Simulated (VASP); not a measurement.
# InSb3 in VASP: notebook

InSb3 is run at these levels: PBE; tasks: single point.

Program: VASP 6.6.1. These are calculated values, not measurements. Logs are shortened: lines on timing, memory, paths and dates and some standing lists are left out, and cuts for length are marked.

## (1) The cell of the first run

Symmetry: Fm-3m, No. 225, cubic system. Conventional cell: a = 7.580 Å, b = 7.580 Å, c = 7.580 Å, α = 90.00°, β = 90.00°, γ = 90.00°. Within 4.3 Å of In (site symmetry m-3m) lie 14 Sb at 3.28 to 3.79 Å. Within 4.3 Å of Sb (site symmetry -43m) lie 4 In at 3.28 Å and 10 Sb at 3.28 to 3.79 Å. Sb (site symmetry m-3m) has 8 Sb at 3.28 Å and 6 In at 3.79 Å within 4.3 Å.

## (2) Single point, PBE

Input file INCAR:

```
PREC = Accurate ; ENCUT = 520
EDIFF = 1E-7 ; ISMEAR = 0
SIGMA = 0.1 ; LREAL = False
LASPH = True ; NELM = 80
ALGO = Normal ; ISIF = 2
LWAVE = False ; LCHARG = True
GGA = PE ; LELF = True
LVHAR = True ; NBANDS = 22
```

Input file KPOINTS:

```
Automatic mesh
0
Gamma
  10 10 10
```

Input file POSCAR:

```
InSb3
1.0
    0.0000000000      3.7901141165      3.7901141165
    3.7901141165      0.0000000000      3.7901141165
    3.7901141165      3.7901141165      0.0000000000
In Sb
1 3
Direct
    0.0000000000      0.0000000000      0.0000000000
    0.2500000000      0.2500000000      0.2500000000
    0.7500000000      0.7500000000      0.7500000000
    0.5000000000      0.5000000000      0.5000000000
```

Potentials or basis: VASP PAW PBE potentials, release 64 (In_d, Sb).

Launch:

```console
$ cat potpaw_PBE.64/In_d/POTCAR potpaw_PBE.64/Sb/POTCAR > POTCAR
$ mpirun -np 1 vasp_std > vasp.out
```

OUTCAR:

```text
PREC = Accurate
   ENCUT = 520
   EDIFF = 1E-7
   ISMEAR = 0
   LREAL = False
   LASPH = True
   NELM = 80
   ISIF = 2
   GGA = PE

 ion  position               nearest neighbor table
   1  0.000  0.000  0.000-   3 3.28   3 3.28   3 3.28   2 3.28   3 3.28   2 3.28   2 3.28   2 3.28
                             4 3.79   4 3.79   4 3.79   4 3.79   4 3.79   4 3.79
   2  0.250  0.250  0.250-   1 3.28   1 3.28   1 3.28   1 3.28   4 3.28   4 3.28   4 3.28   4 3.28

   3  0.750  0.750  0.750-   4 3.28   4 3.28   4 3.28   1 3.28   4 3.28   1 3.28   1 3.28   1 3.28

   4  0.500  0.500  0.500-   2 3.28   2 3.28   2 3.28   2 3.28   3 3.28   3 3.28   3 3.28   3 3.28
                             1 3.79   1 3.79   1 3.79   1 3.79   1 3.79   1 3.79

  LATTYP: Found a face centered cubic cell.
 ALAT       =     7.5802282330

  Lattice vectors:

 A1 = (   0.0000000000,   3.7901141165,   3.7901141165)
 A2 = (   3.7901141165,   0.0000000000,   3.7901141165)
 A3 = (   3.7901141165,   3.7901141165,   0.0000000000)

Analysis of symmetry for initial positions (statically):
=====================================================================
 Subroutine PRICEL returns:
 Original cell was already a primitive cell.

 Routine SETGRP: Setting up the symmetry group for a
 face centered cubic supercell.

 Subroutine GETGRP returns: Found 48 space group operations
 (whereof 48 operations were pure point group operations)
 out of a pool of 48 trial point group operations.

The static configuration has the point symmetry O_h .

Analysis of symmetry for dynamics (positions and initial velocities):
=====================================================================
 Subroutine PRICEL returns:
 Original cell was already a primitive cell.

 Routine SETGRP: Setting up the symmetry group for a
 face centered cubic supercell.

 Subroutine GETGRP returns: Found 48 space group operations
 (whereof 48 operations were pure point group operations)
 out of a pool of 48 trial point group operations.

The dynamic configuration has the point symmetry O_h .

 Subroutine INISYM returns: Found 48 space group operations
 (whereof 48 operations are pure point group operations),
 and found     1 'primitive' translations

----------------------------------------------------------------------------------------

                                     Primitive cell

  volume of cell :     108.8897

  direct lattice vectors                    reciprocal lattice vectors
     0.000000000  3.790114116  3.790114116    -0.131922149  0.131922149  0.131922149
     3.790114116  0.000000000  3.790114116     0.131922149 -0.131922149  0.131922149
     3.790114116  3.790114116  0.000000000     0.131922149  0.131922149 -0.131922149

  length of vectors
     5.360030786  5.360030786  5.360030786     0.228495865  0.228495865  0.228495865

  position of ions in fractional coordinates (direct lattice)
     0.000000000  0.000000000  0.000000000
     0.250000000  0.250000000  0.250000000
     0.750000000  0.750000000  0.750000000
     0.500000000  0.500000000  0.500000000

  ion indices of the primitive-cell ions
   primitive index   ion index
                 1           1
                 2           2
                 3           3
                 4           4

----------------------------------------------------------------------------------------

 KPOINTS: Automatic mesh

Automatic generation of k-mesh.
 Grid dimensions read from file:
 generate k-points for:   10   10   10

 Generating k-lattice:

  Cartesian coordinates                     Fractional coordinates (reciprocal lattice)
    -0.013192215  0.013192215  0.013192215     0.100000000  0.000000000  0.000000000
     0.013192215 -0.013192215  0.013192215     0.000000000  0.100000000  0.000000000
     0.013192215  0.013192215 -0.013192215     0.000000000  0.000000000  0.100000000

  Length of vectors
     0.022849587  0.022849587  0.022849587

  Shift w.r.t. Gamma in fractional coordinates (k-lattice)
     0.000000000  0.000000000  0.000000000

 Subroutine IBZKPT returns following result:
 ===========================================

 Found     47 irreducible k-points:

 Following reciprocal coordinates:
            Coordinates               Weight
  0.000000  0.000000  0.000000      1.000000
  0.100000  0.000000  0.000000      8.000000
  0.200000  0.000000  0.000000      8.000000
  0.300000  0.000000  0.000000      8.000000
  0.400000  0.000000  0.000000      8.000000
  0.500000  0.000000  0.000000      4.000000
[... 16 lines left out ...]
  0.300000  0.300000  0.000000      6.000000
  0.400000  0.300000  0.000000     24.000000
 [... further k-points ...]
   k-points           NKPTS =     47   k-points in BZ     NKDIM =     47   number of bands    NBANDS=     22
   number of dos      NEDOS =    301   number of ions     NIONS =      4
   total plane-waves  NPLWV =  64000
   dimension x,y,z NGX =    40 NGY =   40 NGZ =   40
   dimension x,y,z NGXF=    80 NGYF=   80 NGZF=   80
   ions per type =               1   3
   NGX,Y,Z   is equivalent  to a cutoff of  12.41, 12.41, 12.41 a.u.
   NGXF,Y,Z  is equivalent  to a cutoff of  24.81, 24.81, 24.81 a.u.
 SYSTEM =  unknown system
   PREC   = accura    normal or accurate (medium, high low for compatibility)
   ISTART =      0    job   : 0-new  1-cont  2-samecut
   ICHARG =      2    charge: 1-file 2-atom 10-const
   ISPIN  =      1    spin polarized calculation?
   LNONCOLLINEAR =      F non collinear calculations
   LSORBIT =      F    spin-orbit coupling
   LASPH  =      T    aspherical Exc in radial PAW
   ENCUT  =  520.0 eV  38.22 Ry    6.18 a.u.   9.97  9.97  9.97*2*pi/ulx,y,z
   NELM   =     80;   NELMIN=  2; NELMDL= -5     # of ELM steps
   EDIFF  = 0.1E-06   stopping-criterion for ELM
   LREAL  =      F    real-space projection
   EDIFFG = 0.1E-05   stopping-criterion for IOM
   NSW    =      0    number of steps for IOM
   IBRION =     -1    ionic relax: 0-MD 1-quasi-New 2-CG
   NFREE  =      0    steps in history (QN), initial steepest desc. (CG)
   ISIF   =      2    stress and relaxation
   ISYM   =      2    0-nonsym 1-usesym 2-fastsym
   POTIM  = 0.5000    time-step for ionic-motion
   TEBEG  =    0.0;   TEEND  =   0.0 temperature during run
   PSTRESS=    0.0 pullay stress
   NELECT =      28.0000    total number of electrons
   NUPDOWN=      -1.0000    fix difference up-down
   EMIN   =  10.00;   EMAX   =-10.00  energy-range for DOS
   EFERMI =   0.00;   METHOD = LEGACY
   ISMEAR =     0;   SIGMA  =   0.10  broadening in eV -4-tet -1-fermi 0-gaus
   EFERMI_NEDOS =   21; number of points for ismear=-14 and -15
   IALGO  =     38    algorithm
   IMIX   =      4    mixing-type and parameters
     AMIX     =   0.40;   BMIX     =  1.00
     AMIX_MAG =   1.60;   BMIX_MAG =  1.00
  volume/ion in A,a.u.               =      27.22       183.71
  Fermi-wavevector in a.u.,A,eV,Ry     =   1.041035  1.967270 14.745359  1.083753
  Thomas-Fermi vector in A             =   2.175637
   LORBIT       =      0    0 simple, 1 ext, 2 COOP (PROOUT), +10 PAW based schemes
   GGA     = PE    functional components
   LHFCALC =     F    Hartree Fock is set to
   AEXX    =    0.0000 exact exchange contribution
   IVDW    =     0    specifies the selected vdW correction
   LEPSILON=     F    determine dielectric tensor
   LRPA    =     F    only Hartree local field effects (RPA)
 non-spin polarized calculation
 Gauss-broadening in eV      SIGMA  =   0.10
  energy-cutoff  :      520.00
  volume of cell :      108.89
 maximum number of plane-waves:      2954
   NGX = 19   NGY = 19   NGZ = 19

 number of electron      27.9999990 magnetization

 Free energy of the ion-electron system (eV)
  ---------------------------------------------------
  ext. energy  EPLUGINS =         0.00000000
  ---------------------------------------------------
  free energy    TOTEN  =       -14.30738724 eV

  energy without entropy =      -14.29741527  energy(sigma->0) =      -14.30240126

 E-fermi :   8.0038     XC(G=0): -10.1541

 val. band max:        7.9480602354   @ k =   0.4000   0.2000   0.1000
 cond. band min:       8.0369010498   @ k =   0.3000   0.2000   0.1000
 fundamental gap:      0.0888408144
 Fermi energy:         8.0037830883

 k-point     1 :       0.0000    0.0000    0.0000
  band No.  band energies     occupation
      1      -6.4942      2.00000
      2      -6.4942      2.00000
      3      -6.4942      2.00000
      4      -6.4625      2.00000
      5      -6.4625      2.00000
      6      -4.2414      2.00000
[... 14 lines left out ...]
     21      14.7538      0.00000
     22      14.7538      0.00000

 k-point     2 :       0.1000    0.0000    0.0000
  band No.  band energies     occupation
      1      -6.4955      2.00000
      2      -6.4936      2.00000
      3      -6.4936      2.00000
      4      -6.4627      2.00000
      5      -6.4627      2.00000
      6      -4.1673      2.00000
[... 14 lines left out ...]
     21      14.0562      0.00000
     22      14.5842      0.00000

 k-point     3 :       0.2000    0.0000    0.0000
  band No.  band energies     occupation
      1      -6.4992      2.00000
      2      -6.4921      2.00000
      3      -6.4921      2.00000
      4      -6.4631      2.00000
      5      -6.4631      2.00000
      6      -3.9462      2.00000
[... 14 lines left out ...]
     21      12.6711      0.00000
     22      14.0103      0.00000
[... 476 lines left out ...]
 k-point    23 :       0.3000    0.3000    0.0000
  band No.  band energies     occupation
      1      -6.5101      2.00000
      2      -6.4863      2.00000
      3      -6.4863      2.00000
      4      -6.4700      2.00000
      5      -6.4607      2.00000
      6      -3.3629      2.00000
[... 14 lines left out ...]
     21      12.2987      0.00000
     22      12.2987      0.00000

 k-point    24 :       0.4000    0.3000    0.0000
  band No.  band energies     occupation
      1      -6.5125      2.00000
      2      -6.4860      2.00000
      3      -6.4848      2.00000
      4      -6.4716      2.00000
      5      -6.4607      2.00000
      6      -3.0099      2.00000
[... 14 lines left out ...]
     21      12.4592      0.00000
     22      12.8479      0.00000

 [... further k-points ...]

------------------------ aborting loop because EDIFF is reached ----------------------------------------

  FORCE on cell =-STRESS in cart. coord.  units (eV):
  Direction    XX          YY          ZZ          XY          YZ          ZX
  --------------------------------------------------------------------------------------
  -------------------------------------------------------------------------------------
  Total       -0.0343735     -0.0343735     -0.0343735      0.0000000      0.0000000      0.0000000
  in kB       -0.5057638     -0.5057638     -0.5057638      0.0000000      0.0000000      0.0000000
  external PRESSURE =      -0.5057638 kB  Pullay stress =       0.0000000 kB

 VOLUME and BASIS-vectors are now :
 -----------------------------------------------------------------------------
  energy-cutoff  :      520.00
  volume of cell :      108.89
      direct lattice vectors                 reciprocal lattice vectors
     0.000000000  3.790114116  3.790114116    -0.131922149  0.131922149  0.131922149
     3.790114116  0.000000000  3.790114116     0.131922149 -0.131922149  0.131922149
     3.790114116  3.790114116  0.000000000     0.131922149  0.131922149 -0.131922149

 POSITION                                       TOTAL-FORCE (eV/Angst)
 -----------------------------------------------------------------------------------
      0.00000      0.00000      0.00000         0.000000     -0.000000     -0.000000
      1.89506      1.89506      1.89506        -0.000000      0.000000     -0.000000
      5.68517      5.68517      5.68517         0.000000      0.000000      0.000000
      3.79011      3.79011      3.79011         0.000000     -0.000000     -0.000000
 -----------------------------------------------------------------------------------
    total drift:                               -0.000000      0.000000      0.000000

  FREE ENERGIE OF THE ION-ELECTRON SYSTEM (eV)
  ---------------------------------------------------
  free  energy   TOTEN  =       -14.3073872402 eV

  energy  without entropy=      -14.2974152742  energy(sigma->0) =      -14.30240126
```

Run time: 51 s. Hardware: 1 thread of Intel Xeon 6975P-C (Granite Rapids), shared host; peak memory 0.29 GiB.

What came out:

* Free energy: -14.3074 eV
* Pressure: -0.1 GPa
* Band gap on the k mesh: zero (band 14 reaches 9.13 eV, above the bottom of band 15 at 5.71 eV)

Caveat: spin-orbit coupling is left out, which moves the levels of the heavy elements.

## (3) Single point, PBE (volume scaled by 1.03)

Input file INCAR:

```
ALGO = Normal ; EDIFF = 1E-6
ENCUT = 520 ; GGA = PE
ISIF = 2 ; ISMEAR = 0
LASPH = True ; LCHARG = True
LELF = True ; LREAL = False
LVHAR = True ; LWAVE = False
NBANDS = 22 ; NELM = 100
PREC = Accurate ; SIGMA = 0.1
```

Input file KPOINTS:

```
k-points
0
Gamma
  10 10 10
```

Input file POSCAR:

```
InSb3
1.0
    0.0000000000      3.8276424395      3.8276424395
    3.8276424395      0.0000000000      3.8276424395
    3.8276424395      3.8276424395      0.0000000000
In Sb
1 3
Direct
    0.0000000000      0.0000000000      0.0000000000
    0.2500000000      0.2500000000      0.2500000000
    0.7500000000      0.7500000000      0.7500000000
    0.5000000000      0.5000000000      0.5000000000
```

Potentials or basis: VASP PAW PBE potentials, release 64 (In_d, Sb).

Launch:

```console
$ cat potpaw_PBE.64/In_d/POTCAR potpaw_PBE.64/Sb/POTCAR > POTCAR
$ mpirun -np 1 vasp_std > vasp.out
```

It took 46 s on 1 thread of Intel Xeon 6975P-C (Granite Rapids), shared host; peak memory 0.29 GiB.

Results (log left out):

* Free energy: -14.2915 eV
* Pressure: -1.5 GPa
* Band gap on the k mesh: zero (band 14 reaches 8.72 eV, above the bottom of band 15 at 5.36 eV)

Levels at points of the mesh, in eV from the Fermi level:
| k point | band 12 | band 13 | band 14 | band 15 | band 16 | band 17 |
| --- | --- | --- | --- | --- | --- | --- |
| (0.00, 0.00, 0.00) | -2.39 | -2.28 | -2.28 | -2.28 | -0.63 | -0.63 |
| (0.50, 0.00, 0.00) | -2.50 | -2.50 | -0.28 | -0.13 | 1.90 | 1.90 |
| (0.50, 0.50, 0.00) | 0.29 | 0.87 | 0.87 | 1.15 | 1.65 | 1.79 |

Caveat: spin-orbit coupling is left out, which moves the levels of the heavy elements.

## (4) Single point, PBE (volume scaled by 1.06)

Input file INCAR:

```
SYSTEM = InSb3
PREC = Accurate ; ENCUT = 520
EDIFF = 1E-7 ; ISMEAR = 0
SIGMA = 0.1 ; LREAL = .False.
LASPH = .True. ; NELM = 100
ALGO = Normal ; ISIF = 2
LWAVE = .False. ; LCHARG = .True.
GGA = PE ; LELF = .True.
LVHAR = .True. ; NBANDS = 22
```

Input file KPOINTS:

```
Automatic mesh
0
Gamma
  10 10 10
  0 0 0
```

Input file POSCAR:

```
InSb3
1.0
    0.0000000000      3.8644489516      3.8644489516
    3.8644489516      0.0000000000      3.8644489516
    3.8644489516      3.8644489516      0.0000000000
In Sb
1 3
Direct
    0.0000000000      0.0000000000      0.0000000000
    0.2500000000      0.2500000000      0.2500000000
    0.7500000000      0.7500000000      0.7500000000
    0.5000000000      0.5000000000      0.5000000000
```

Potentials or basis: VASP PAW PBE potentials, release 64 (In_d, Sb).

Launch:

```console
$ cat potpaw_PBE.64/In_d/POTCAR potpaw_PBE.64/Sb/POTCAR > POTCAR
$ mpirun -np 1 vasp_std > vasp.out
```

OUTCAR:

```text
SYSTEM = InSb3
   PREC = Accurate
   ENCUT = 520
   EDIFF = 1E-7
   ISMEAR = 0
   LREAL = .False.
   LASPH = .True.
   NELM = 100
   ISIF = 2
   GGA = PE

 ion  position               nearest neighbor table
   1  0.000  0.000  0.000-   3 3.35   3 3.35   3 3.35   2 3.35   3 3.35   2 3.35   2 3.35   2 3.35
                             4 3.86   4 3.86   4 3.86   4 3.86   4 3.86   4 3.86
   2  0.250  0.250  0.250-   1 3.35   1 3.35   1 3.35   1 3.35   4 3.35   4 3.35   4 3.35   4 3.35

   3  0.750  0.750  0.750-   4 3.35   4 3.35   4 3.35   1 3.35   4 3.35   1 3.35   1 3.35   1 3.35

[... 805 lines left out ...]
  -------------------------------------------------------------------------------------
  Total       -1.9410059     -1.9410059     -1.9410059      0.0000000      0.0000000     -0.0000000
  in kB      -26.9429240    -26.9429240    -26.9429240      0.0000000      0.0000000     -0.0000000
  external PRESSURE =     -26.9429240 kB  Pullay stress =       0.0000000 kB

 VOLUME and BASIS-vectors are now :
 -----------------------------------------------------------------------------
  energy-cutoff  :      520.00
  volume of cell :      115.42
      direct lattice vectors                 reciprocal lattice vectors
     0.000000000  3.864448952  3.864448952    -0.129384553  0.129384553  0.129384553
     3.864448952  0.000000000  3.864448952     0.129384553 -0.129384553  0.129384553
     3.864448952  3.864448952  0.000000000     0.129384553  0.129384553 -0.129384553

 POSITION                                       TOTAL-FORCE (eV/Angst)
 -----------------------------------------------------------------------------------
      0.00000      0.00000      0.00000         0.000000     -0.000000     -0.000000
      1.93222      1.93222      1.93222        -0.000000     -0.000000     -0.000000
      5.79667      5.79667      5.79667         0.000000      0.000000      0.000000
      3.86445      3.86445      3.86445         0.000000     -0.000000     -0.000000
 -----------------------------------------------------------------------------------
    total drift:                               -0.000000      0.000000      0.000000

  FREE ENERGIE OF THE ION-ELECTRON SYSTEM (eV)
  ---------------------------------------------------
  free  energy   TOTEN  =       -14.2487687581 eV

  energy  without entropy=      -14.2366177051  energy(sigma->0) =      -14.24269323
```

OSZICAR:

```text
N       E                     dE             d eps       ncg     rms          rms(c)
DAV:   1     0.187220530699E+03    0.18722E+03   -0.10935E+04  2068   0.117E+03
DAV:   2     0.171382100906E+01   -0.18551E+03   -0.17889E+03  2302   0.288E+02
DAV:   3    -0.137557750795E+02   -0.15470E+02   -0.14997E+02  2588   0.854E+01
DAV:   4    -0.142589302443E+02   -0.50316E+00   -0.50221E+00  2308   0.165E+01
DAV:   5    -0.142833262067E+02   -0.24396E-01   -0.24394E-01  3068   0.374E+00    0.322E+00
DAV:   6    -0.142551469122E+02    0.28179E-01   -0.54056E-02  2710   0.257E+00    0.179E+00
DAV:   7    -0.142488864423E+02    0.62605E-02   -0.27830E-02  2764   0.143E+00    0.233E-01
DAV:   8    -0.142487009150E+02    0.18553E-03   -0.19636E-03  2424   0.454E-01    0.838E-02
DAV:   9    -0.142487689493E+02   -0.68034E-04   -0.22058E-04  2340   0.107E-01    0.353E-02
DAV:  10    -0.142487684805E+02    0.46888E-06   -0.95568E-06  2806   0.188E-02    0.129E-02
DAV:  11    -0.142487687936E+02   -0.31315E-06   -0.21975E-06  2448   0.122E-02    0.255E-03
DAV:  12    -0.142487687581E+02    0.35477E-07   -0.14036E-07  1416   0.228E-03
   1 F= -.14248769E+02 E0= -.14242693E+02  d E =-.121511E-01
```

stdout:

```text
POSCAR found type information on POSCAR InSb
 POSCAR found :  2 types and       4 ions
 scaLAPACK will be used
 LDA part: xc-table for (Slater+PW92), standard interpolation
 POSCAR, INCAR and KPOINTS ok, starting setup
 FFT: planning ... GRIDC
 FFT: planning ... GRID_SOFT
 FFT: planning ... GRID
 WAVECAR not read
 entering main loop
```

It took 68 s on 1 thread of Intel Xeon 6975P-C (Granite Rapids), shared host; peak memory 0.32 GiB.

What came out:

| Quantity | Value |
| --- | --- |
| Free energy | -14.2488 eV |
| Pressure | -2.7 GPa |
| Band gap on the k mesh | zero (band 14 reaches 8.34 eV, above the bottom of band 15 at 5.10 eV) |

Levels at points of the mesh, in eV from the Fermi level:
| k point | band 10 | band 11 | band 12 | band 13 | band 14 | band 15 | band 16 | band 17 | band 18 | band 19 |
| --- | --- | --- | --- | --- | --- | --- | --- | --- | --- | --- |
| (0.00, 0.00, 0.00) | -2.31 | -2.31 | -2.31 | -2.20 | -2.20 | -2.20 | -0.58 | -0.58 | -0.58 | 3.55 |
| (0.50, 0.00, 0.00) | -3.20 | -3.20 | -2.40 | -2.40 | -0.33 | -0.19 | 1.85 | 1.85 | 3.04 | 3.04 |
| (0.50, 0.50, 0.00) | -4.74 | -4.74 | 0.21 | 0.84 | 0.84 | 1.03 | 1.58 | 1.74 | 1.74 | 3.96 |

Caveat: spin-orbit coupling is left out, which moves the levels of the heavy elements.

(Part 1 of 2 ends here.)
